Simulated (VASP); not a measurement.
# Pb (P6_3/mmc) in VASP: a series of runs

Runs on Pb. Level: LDA. Tasks: single point.

All numbers are computed with VASP 6.6.1; they aren't measurements. Logs are shortened: lines on timing, memory, paths and dates and some standing lists are left out, and cuts for length are marked.

**1. The cell of the first run**

It takes space group P6_3/mmc (No. 194, hexagonal). Conventional cell: a = 3.453 Å, b = 3.453 Å, c = 11.213 Å, α = 90.00°, β = 90.00°, γ = 120.00°. Within 4.5 Å of Pb (site symmetry -3m) lie 12 Pb at 3.44 to 3.45 Å. Within 4.5 Å of Pb (site symmetry -6m2) lie 12 Pb at 3.44 to 3.45 Å.

This isn't the form of Pb at room conditions, which is fcc.

**2. Single point, LDA**

File INCAR:

```
SYSTEM = Pb
ALGO     = Normal         ! electronic algorithm
EDIFF    = 1E-7           ! SCF threshold, eV
ENCUT    = 520            ! plane-wave cutoff, eV
ISIF     = 2              ! what is computed and relaxed
ISMEAR   = -1             ! smearing method
LASPH    = .True.         ! aspherical terms in the spheres
LCHARG   = .True.         ! write CHGCAR
LELF     = .True.         ! ELF
LREAL    = .False.        ! projectors in reciprocal space
LVHAR    = .True.       
LWAVE    = .False.        ! write WAVECAR
NBANDS   = 36             ! bands
NELM     = 100            ! most SCF steps
PREC     = Accurate       ! precision mode
SIGMA    = 0.1            ! smearing width, eV
```

File KPOINTS:

```
k-points
0
Gamma
  10 10 3
  0 0 0
```

File POSCAR:

```
Pb
1.0
    3.4531235836      0.0000000000      0.0000000000
   -1.7265617918      2.9904927458      0.0000000000
    0.0000000000      0.0000000000     11.2133826644
Pb
4
Direct
    1.0000000000      1.0000000000      0.0000000000
    1.0000000000      1.0000000000      0.5000000000
    0.3333333333      0.6666666667      0.2500000000
    0.6666666667      0.3333333333      0.7500000000
```

Potentials or basis: VASP PAW LDA potentials, release 64 (Pb_d).

Command:

```
> cat potpaw_LDA.64/Pb_d/POTCAR > POTCAR
> mpirun -np 1 vasp_std > vasp.out
```

OUTCAR:

```text
SYSTEM = Pb
   EDIFF = 1E-7
   ENCUT = 520
   ISIF = 2
   ISMEAR = -1
   LASPH = .True.
   LREAL = .False.
   NELM = 100
   PREC = Accurate

 ion  position               nearest neighbor table
   1  0.000  0.000  0.000-   3 3.44   4 3.44   3 3.44   4 3.44   4 3.44   3 3.44
   2  0.000  0.000  0.500-   3 3.44   4 3.44   3 3.44   4 3.44   4 3.44   3 3.44
   3  0.333  0.667  0.250-   1 3.44   2 3.44   1 3.44   2 3.44   1 3.44   2 3.44
   4  0.667  0.333  0.750-   1 3.44   2 3.44   1 3.44   2 3.44   1 3.44   2 3.44

  LATTYP: Found a hexagonal cell.
 ALAT       =     3.4531235836
 C/A-ratio  =     3.2473157687

  Lattice vectors:

 A1 = (   3.4531235836,   0.0000000000,   0.0000000000)
 A2 = (  -1.7265617918,   2.9904927458,   0.0000000000)
 A3 = (   0.0000000000,   0.0000000000,  11.2133826644)

Analysis of symmetry for initial positions (statically):
=====================================================================
 Subroutine PRICEL returns:
 Original cell was already a primitive cell.

 Routine SETGRP: Setting up the symmetry group for a
 hexagonal supercell.

 Subroutine GETGRP returns: Found 24 space group operations
 (whereof 12 operations were pure point group operations)
 out of a pool of 24 trial point group operations.

The static configuration has the point symmetry D_3d.
 The point group associated with its full space group is D_6h.

Analysis of symmetry for dynamics (positions and initial velocities):
=====================================================================
 Subroutine PRICEL returns:
 Original cell was already a primitive cell.

 Routine SETGRP: Setting up the symmetry group for a
 hexagonal supercell.

 Subroutine GETGRP returns: Found 24 space group operations
 (whereof 12 operations were pure point group operations)
 out of a pool of 24 trial point group operations.

The dynamic configuration has the point symmetry D_3d.
 The point group associated with its full space group is D_6h.

 Subroutine INISYM returns: Found 24 space group operations
 (whereof 12 operations are pure point group operations),
 and found     1 'primitive' translations

----------------------------------------------------------------------------------------

                                     Primitive cell

  volume of cell :     115.7955

  direct lattice vectors                    reciprocal lattice vectors
     3.453123584  0.000000000  0.000000000     0.289592879  0.167196527  0.000000000
    -1.726561792  2.990492746  0.000000000     0.000000000  0.334393053  0.000000000
     0.000000000  0.000000000 11.213382664     0.000000000  0.000000000  0.089179156

  length of vectors
     3.453123584  3.453123584 11.213382664     0.334393053  0.334393053  0.089179156

  position of ions in fractional coordinates (direct lattice)
     0.000000000  0.000000000  0.000000000
     0.000000000  0.000000000  0.500000000
     0.333333333  0.666666667  0.250000000
     0.666666667  0.333333333  0.750000000

  ion indices of the primitive-cell ions
   primitive index   ion index
                 1           1
                 2           2
                 3           3
                 4           4

----------------------------------------------------------------------------------------

 KPOINTS: k-points

Automatic generation of k-mesh.
 Grid dimensions read from file:
 generate k-points for:   10   10    3

 Generating k-lattice:

  Cartesian coordinates                     Fractional coordinates (reciprocal lattice)
     0.028959288  0.016719653  0.000000000     0.100000000  0.000000000  0.000000000
     0.000000000  0.033439305  0.000000000     0.000000000  0.100000000  0.000000000
     0.000000000  0.000000000  0.029726385     0.000000000  0.000000000  0.333333333

  Length of vectors
     0.033439305  0.033439305  0.029726385

  Shift w.r.t. Gamma in fractional coordinates (k-lattice)
     0.000000000  0.000000000  0.000000000

 Subroutine IBZKPT returns following result:
 ===========================================

 Found     28 irreducible k-points:

 Following reciprocal coordinates:
            Coordinates               Weight
  0.000000  0.000000  0.000000      1.000000
  0.100000 -0.000000  0.000000      6.000000
  0.200000 -0.000000  0.000000      6.000000
  0.300000  0.000000  0.000000      6.000000
  0.400000  0.000000  0.000000      6.000000
  0.500000 -0.000000  0.000000      3.000000
[... 16 lines left out ...]
  0.300000  0.100000  0.333333     24.000000
  0.400000  0.100000  0.333333     24.000000
 [... further k-points ...]
   k-points           NKPTS =     28   k-points in BZ     NKDIM =     28   number of bands    NBANDS=     36
   number of dos      NEDOS =    301   number of ions     NIONS =      4
   total plane-waves  NPLWV =  65856
   dimension x,y,z NGX =    28 NGY =   28 NGZ =   84
   dimension x,y,z NGXF=    56 NGYF=   56 NGZF=  168
   ions per type =               4
   NGX,Y,Z   is equivalent  to a cutoff of  13.48, 13.48, 12.45 a.u.
   NGXF,Y,Z  is equivalent  to a cutoff of  26.96, 26.96, 24.91 a.u.
 SYSTEM =  Pb
   PREC   = accura    normal or accurate (medium, high low for compatibility)
   ISTART =      0    job   : 0-new  1-cont  2-samecut
   ICHARG =      2    charge: 1-file 2-atom 10-const
   ISPIN  =      1    spin polarized calculation?
   LNONCOLLINEAR =      F non collinear calculations
   LSORBIT =      F    spin-orbit coupling
   LASPH  =      T    aspherical Exc in radial PAW
   ENCUT  =  520.0 eV  38.22 Ry    6.18 a.u.   6.42  6.42 20.85*2*pi/ulx,y,z
   NELM   =    100;   NELMIN=  2; NELMDL= -5     # of ELM steps
   EDIFF  = 0.1E-06   stopping-criterion for ELM
   LREAL  =      F    real-space projection
   EDIFFG = 0.1E-05   stopping-criterion for IOM
   NSW    =      0    number of steps for IOM
   IBRION =     -1    ionic relax: 0-MD 1-quasi-New 2-CG
   NFREE  =      0    steps in history (QN), initial steepest desc. (CG)
   ISIF   =      2    stress and relaxation
   ISYM   =      2    0-nonsym 1-usesym 2-fastsym
   POTIM  = 0.5000    time-step for ionic-motion
   TEBEG  =    0.0;   TEEND  =   0.0 temperature during run
   PSTRESS=    0.0 pullay stress
   NELECT =      56.0000    total number of electrons
   NUPDOWN=      -1.0000    fix difference up-down
   EMIN   =  10.00;   EMAX   =-10.00  energy-range for DOS
   EFERMI =   0.00;   METHOD = LEGACY
   ISMEAR =    -1;   SIGMA  =   0.10  broadening in eV -4-tet -1-fermi 0-gaus
   EFERMI_NEDOS =   21; number of points for ismear=-14 and -15
   IALGO  =     38    algorithm
   IMIX   =      4    mixing-type and parameters
     AMIX     =   0.40;   BMIX     =  1.00
     AMIX_MAG =   1.60;   BMIX_MAG =  1.00
  volume/ion in A,a.u.               =      28.95       195.36
  Fermi-wavevector in a.u.,A,eV,Ry     =   1.285011  2.428320 22.466681  1.651254
  Thomas-Fermi vector in A             =   2.417171
   LORBIT       =      0    0 simple, 1 ext, 2 COOP (PROOUT), +10 PAW based schemes
   GGA     = CA    functional components
   LHFCALC =     F    Hartree Fock is set to
   AEXX    =    0.0000 exact exchange contribution
   IVDW    =     0    specifies the selected vdW correction
   LEPSILON=     F    determine dielectric tensor
   LRPA    =     F    only Hartree local field effects (RPA)
 non-spin polarized calculation
  energy-cutoff  :      520.00
  volume of cell :      115.80
 maximum number of plane-waves:      3151
 NGX is ok and might be reduce to    28
   NGX = 13   NGY = 13   NGZ = 41

 number of electron      56.0000010 magnetization

 Free energy of the ion-electron system (eV)
  ---------------------------------------------------
  ext. energy  EPLUGINS =         0.00000000
  ---------------------------------------------------
  free energy    TOTEN  =       -17.01475657 eV

  energy without entropy =      -16.94278822  energy(sigma->0) =      -16.97877240

 E-fermi :   7.5281     XC(G=0): -10.6801

 val. band max:        7.4935949402   @ k =   0.3000   0.2000   0.3333
 cond. band min:       7.6204976753   @ k =   0.2000   0.1000   0.3333
 fundamental gap:      0.1269027352
 Fermi energy:         7.5280500322

 k-point     1 :       0.0000    0.0000    0.0000
  band No.  band energies     occupation
      1      -9.5557      2.00000
      2      -9.5294      2.00000
      3      -9.5183      2.00000
      4      -9.5093      2.00000
      5      -9.5047      2.00000
      6      -9.5047      2.00000
[... 28 lines left out ...]
     35      15.1783      0.00000
     36      15.4109      0.00000

 k-point     2 :       0.1000   -0.0000    0.0000
  band No.  band energies     occupation
      1      -9.5471      2.00000
      2      -9.5363      2.00000
      3      -9.5196      2.00000
      4      -9.5058      2.00000
      5      -9.5028      2.00000
      6      -9.5002      2.00000
[... 28 lines left out ...]
     35      15.1549      0.00000
     36      15.3575      0.00000

 k-point     3 :       0.2000   -0.0000    0.0000
  band No.  band energies     occupation
      1      -9.5839      2.00000
      2      -9.5514      2.00000
      3      -9.5450      2.00000
      4      -9.4993      2.00000
      5      -9.4914      2.00000
      6      -9.4635      2.00000
[... 28 lines left out ...]
     35      14.1713      0.00000
     36      15.0267      0.00000
[... 742 lines left out ...]
 k-point    23 :       0.3000    0.1000    0.3333
  band No.  band energies     occupation
      1      -9.6221      2.00000
      2      -9.6034      2.00000
      3      -9.5475      2.00000
      4      -9.5276      2.00000
      5      -9.5131      2.00000
      6      -9.5023      2.00000
[... 28 lines left out ...]
     35      12.2294      0.00000
     36      12.9414      0.00000

 k-point    24 :       0.4000    0.1000    0.3333
  band No.  band energies     occupation
      1      -9.6446      2.00000
      2      -9.6240      2.00000
      3      -9.5696      2.00000
      4      -9.5537      2.00000
      5      -9.5216      2.00000
      6      -9.5074      2.00000
[... 28 lines left out ...]
     35      11.4317      0.00000
     36      12.2014      0.00000

 [... further k-points ...]

------------------------ aborting loop because EDIFF is reached ----------------------------------------

  FORCE on cell =-STRESS in cart. coord.  units (eV):
  Direction    XX          YY          ZZ          XY          YZ          ZX
  --------------------------------------------------------------------------------------
  -------------------------------------------------------------------------------------
  Total        0.0426152      0.0426152      0.0416705      0.0000000      0.0000000      0.0000000
  in kB        0.5896349      0.5896349      0.5765637      0.0000000      0.0000000      0.0000000
  external PRESSURE =       0.5852778 kB  Pullay stress =       0.0000000 kB

 VOLUME and BASIS-vectors are now :
 -----------------------------------------------------------------------------
  energy-cutoff  :      520.00
  volume of cell :      115.80
      direct lattice vectors                 reciprocal lattice vectors
     3.453123584  0.000000000  0.000000000     0.289592879  0.167196527  0.000000000
    -1.726561792  2.990492746  0.000000000     0.000000000  0.334393053  0.000000000
     0.000000000  0.000000000 11.213382664     0.000000000  0.000000000  0.089179156

 POSITION                                       TOTAL-FORCE (eV/Angst)
 -----------------------------------------------------------------------------------
      0.00000      0.00000      0.00000        -0.000000      0.000000      0.000000
      0.00000      0.00000      5.60669        -0.000000      0.000000      0.000000
     -0.00000      1.99366      2.80335         0.000000     -0.000000      0.000000
      1.72656      0.99683      8.41004        -0.000000      0.000000     -0.000000
 -----------------------------------------------------------------------------------
    total drift:                                0.000000     -0.000000      0.000000

  FREE ENERGIE OF THE ION-ELECTRON SYSTEM (eV)
  ---------------------------------------------------
  free  energy   TOTEN  =       -17.0147565671 eV

  energy  without entropy=      -16.9427882240  energy(sigma->0) =      -16.97877240
```

Wall time 2.8 min (1 thread of Intel Xeon 8259CL, shared host); peak memory 0.24 GiB.

Results:

* Free energy: -17.0148 eV
* Pressure: 0.1 GPa
* Band gap on the k mesh: zero (bands 28 and 29 overlap by 7.39 eV)

Levels at points of the mesh, in eV from the Fermi level:
| k point | band 24 | band 25 | band 26 | band 27 | band 28 | band 29 | band 30 | band 31 | band 32 | band 33 |
| --- | --- | --- | --- | --- | --- | --- | --- | --- | --- | --- |
| (0.00, 0.00, 0.00) | -8.13 | -4.41 | 0.90 | 0.90 | 5.72 | 5.72 | 6.58 | 6.58 | 6.62 | 6.62 |
| (0.50, 0.00, 0.00) | -6.88 | -4.24 | -3.92 | -2.37 | -1.85 | -0.05 | 0.84 | 2.03 | 3.48 | 3.49 |

Caveat: spin-orbit coupling is left out, which moves the levels of the heavy elements.

**3. Single point, LDA (25.48 Å³/atom)**

This run uses another cell than the first one, of 25.48 Å³/atom.

File INCAR:

```
SYSTEM = Pb
PREC     = Accurate       ! precision mode
ENCUT    = 520            ! plane-wave cutoff, eV
EDIFF    = 1E-6           ! SCF threshold, eV
ISMEAR   = -1             ! smearing method
SIGMA    = 0.1            ! smearing width, eV
LREAL    = .FALSE.        ! projectors in reciprocal space
LASPH    = .TRUE.         ! aspherical terms in the spheres
NELM     = 100            ! most SCF steps
ALGO     = Normal         ! electronic algorithm
ISIF     = 2              ! what is computed and relaxed
LWAVE    = .FALSE.        ! write WAVECAR
LCHARG   = .TRUE.         ! write CHGCAR
GGA      = CA             ! functional
LELF     = .TRUE.         ! ELF
LVHAR    = .TRUE.       
NBANDS   = 36             ! bands
```

File KPOINTS:

```
Automatic mesh
0
G
  12 12 4
  0 0 0
```

File POSCAR:

```
Pb
1.0
    3.3090729815      0.0000000000      0.0000000000
   -1.6545364908      2.8657412649      0.0000000000
    0.0000000000      0.0000000000     10.7456048726
Pb
4
Direct
    1.0000000000      1.0000000000      0.0000000000
    1.0000000000      1.0000000000      0.5000000000
    0.3333333333      0.6666666667      0.2500000000
    0.6666666667      0.3333333333      0.7500000000
```

Potentials or basis: VASP PAW LDA potentials, release 64 (Pb_d).

Command:

```
> cat potpaw_LDA.64/Pb_d/POTCAR > POTCAR
> mpirun -np 1 vasp_std > vasp.out
```

Run time: 4.9 min. Hardware: 1 thread of Intel Xeon 8259CL, shared host; peak memory 0.29 GiB.

The run converged. Its results:

* Free energy: -16.6371 eV
* Pressure: 9.5 GPa
* Band gap on the k mesh: zero (bands 28 and 29 overlap by 9.13 eV)

Stress tensor (GPa, compression positive):
```
 9.24  0.00  0.00
 0.00  9.24  0.00
 0.00  0.00 10.07
```

Levels at points of the mesh, in eV from the Fermi level:
| k point | band 24 | band 25 | band 26 | band 27 | band 28 | band 29 | band 30 | band 31 | band 32 | band 33 |
| --- | --- | --- | --- | --- | --- | --- | --- | --- | --- | --- |
| (0.00, 0.00, 0.00) | -8.30 | -5.15 | 1.10 | 1.11 | 6.42 | 6.42 | 7.46 | 7.46 | 7.46 | 7.46 |
| (0.50, 0.00, 0.00) | -6.87 | -4.95 | -4.60 | -2.59 | -2.07 | -0.20 | 0.86 | 2.10 | 3.80 | 3.80 |
| (0.00, 0.00, 0.50) | -9.86 | -2.86 | -2.86 | 5.63 | 5.63 | 6.71 | 6.71 | 6.71 | 6.71 | 8.29 |
| (0.50, 0.00, 0.50) | -7.34 | -4.10 | -4.10 | -3.36 | -3.36 | 1.52 | 1.52 | 2.55 | 2.55 | 3.35 |

Caveat: the cell stands under pressure; spin-orbit coupling is left out, which moves the levels of the heavy elements.

**4. Single point, LDA (26.63 Å³/atom)**

This run uses another cell than the first one, of 26.63 Å³/atom.

File INCAR:

```
ALGO = Normal
EDIFF = 1E-6
ENCUT = 520
ISIF = 2
ISMEAR = -1
LASPH = T
LCHARG = F
LREAL = F
LWAVE = F
NBANDS = 36
NELM = 80
PREC = Accurate
SIGMA = 0.1
```

File KPOINTS:

```
k-points
0
Gamma
  12 12 4
```

File POSCAR:

```
Pb
1.0
    3.3584694130      0.0000000000      0.0000000000
   -1.6792347065      2.9085198295      0.0000000000
    0.0000000000      0.0000000000     10.9060106835
Pb
4
Direct
    1.0000000000      1.0000000000      0.0000000000
    1.0000000000      1.0000000000      0.5000000000
    0.3333333333      0.6666666667      0.2500000000
    0.6666666667      0.3333333333      0.7500000000
```

Command:

```
> cat potpaw_LDA.64/Pb_d/POTCAR > POTCAR
> mpirun -np 1 vasp_std > vasp.out
```

Run time: 4.3 min. Hardware: 1 thread of Intel Xeon 8259CL, shared host; peak memory 0.3 GiB.

The run converged. Its results:

```
Free energy            : -16.8578 eV
Pressure               : 5.7 GPa
Band gap on the k mesh : zero (bands 28 and 29 overlap by 8.73 eV)
```

Stress tensor (GPa, compression positive):
```
5.44 0.00 0.00
0.00 5.44 0.00
0.00 0.00 6.15
```

Levels at points of the mesh, in eV from the Fermi level:
```
           k point  band 25  band 26  band 27  band 28  band 29  band 30  band 31  band 32
(0.00, 0.00, 0.00)    -4.89     1.02     1.02     6.16     6.16     7.13     7.13     7.15
(0.50, 0.00, 0.00)    -4.71    -4.37    -2.53    -2.01    -0.16     0.84     2.07     3.68
(0.00, 0.00, 0.50)    -2.77    -2.77     5.38     5.38     6.43     6.43     6.43     6.43
(0.50, 0.00, 0.50)    -3.95    -3.95    -3.21    -3.21     1.47     1.47     2.50     2.50
```

Caveat: the cell stands under pressure; spin-orbit coupling is left out, which moves the levels of the heavy elements.

**5. The runs side by side**

| cell | k mesh | gap on the mesh (eV) | pressure (GPa) |
| --- | --- | --- | --- |
| a = 3.453, b = 3.453, c = 11.213 Å, angles 90.0, 90.0, 120.0°, 4 atoms | 10 × 10 × 3 | none | 0.1 |
| a = 3.309, b = 3.309, c = 10.746 Å, angles 90.0, 90.0, 120.0°, 4 atoms | 12 × 12 × 4 | none | 9.5 |
| a = 3.358, b = 3.358, c = 10.906 Å, angles 90.0, 90.0, 120.0°, 4 atoms | 12 × 12 × 4 | none | 5.7 |

Alike in all rows: task single point; level LDA; potentials or basis VASP PAW LDA potentials, release 64 (Pb_d); no spin polarisation; cutoff (eV) 520; smearing fermi-dirac 0.1 eV.

Caveats: spin-orbit coupling is left out, which moves the levels of the heavy elements; the cell stands under pressure (at least some runs).

Absolute energies hang on the potentials; compare differences alone.
